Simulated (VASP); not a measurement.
Input of a VASP 6.6.1 run:

Contents of INCAR:

```
  ALGO = Normal
  EDIFF = 1E-8
  ENCUT = 600
  GGA = PE
  IBRION = 6
  ISIF = 3
  ISMEAR = -1
  ISPIN = 2
  LASPH = True
  LCHARG = False
  LMAXMIX = 4
  LORBIT = 11
  LREAL = False
  LWAVE = False
  MAGMOM = 4 0
  NBANDS = 20
  NELM = 150
  NFREE = 2
  NSW = 1
  POTIM = 0.015
  PREC = Accurate
  SIGMA = 0.05
```

The input KPOINTS:

```
k-points
0
Gamma
  7 7 7
```

The input POSCAR:

```
MnO
1.0
    0.0000000000      2.2239077028      2.2239077028
    2.2239077028      0.0000000000      2.2239077028
    2.2239077028      2.2239077028      0.0000000000
Mn O
1 1
Direct
    0.0000000000      0.0000000000      0.0000000000
    0.5000000000      0.5000000000      0.5000000000
```

Potentials or basis: VASP PAW PBE potentials, release 64 (Mn_pv, O).

Run with:

```console
$ cat potpaw_PBE.64/Mn_pv/POTCAR potpaw_PBE.64/O/POTCAR > POTCAR
$ mpirun -np 1 vasp_std > vasp.out
```

Question: What does it give for the elastic constants C11, C12, C44?

Answer: 86, 127, 63 GPa.

Question: What does it give for the Voigt bulk modulus?

Answer: 113 GPa.

Question: What does it give for the site moments?

Answer: Mn +4.30; O +0.19 μB.

Clamped-ion elastic tensor (GPa):
```
 86 127 127   0   0   0
127  86 127   0   0   0
127 127  86   0   0   0
  0   0   0  63   0   0
  0   0   0   0  63   0
  0   0   0   0   0  63
```

Caveat: the cell is under stress, which shifts elastic constants; the elastic tensor has a negative eigenvalue, so either the cell is unstable as it stands or the mesh is too thin; a cell with one magnetic atom can't hold antiferromagnetic order, which such compounds often take.
